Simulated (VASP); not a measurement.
Runs of VASP 6.6.1 on C. The structure is that of space group P6_3/mmc (No. 194), or close to it. The cells are those of the table. 

```csv
task,cell,k mesh,cutoff (eV),gap on the mesh (eV),pressure (GPa)
relaxation of shape and atoms at fixed volume,"relaxed from a = 2.481, b = 2.481, c = 7.324 Å, angles 90.0, 90.0, 120.0°, 4 atoms",18 × 18 × 6,600,none,-1.1
single point,"a = 2.457, b = 2.457, c = 7.255 Å, angles 90.0, 90.0, 120.0°, 4 atoms",18 × 18 × 6,520,none,0.1
single point,"a = 2.456, b = 2.456, c = 7.050 Å, angles 90.0, 90.0, 120.0°, 4 atoms",18 × 18 × 6,520,none,0.6
single point,"a = 2.470, b = 2.470, c = 6.790 Å, angles 90.0, 90.0, 120.0°, 4 atoms",12 × 12 × 4,520,none,(b)
single point,"a = 2.454, b = 2.454, c = 6.848 Å, angles 90.0, 90.0, 120.0°, 4 atoms",18 × 18 × 6,520,none,1.4
single point,"a = 2.458, b = 2.458, c = 7.461 Å, angles 90.0, 90.0, 120.0°, 4 atoms",18 × 18 × 6,520,none,(a)
single point,"a = 2.452, b = 2.452, c = 6.649 Å, angles 90.0, 90.0, 120.0°, 4 atoms",18 × 18 × 6,520,none,2.6
```

Alike in all rows: level r2SCAN; potentials or basis VASP PAW PBE potentials, release 64 (C); no spin polarisation; smearing gaussian 0.1 eV.

Q: Estimate the missing entries.

A: (a) -0.2; (b) -3.8.

Caveats: the PAW data sets were made with another functional, which shifts forces and pressure a little.

A gap of «none» marks levels without a gap at the run's occupations.
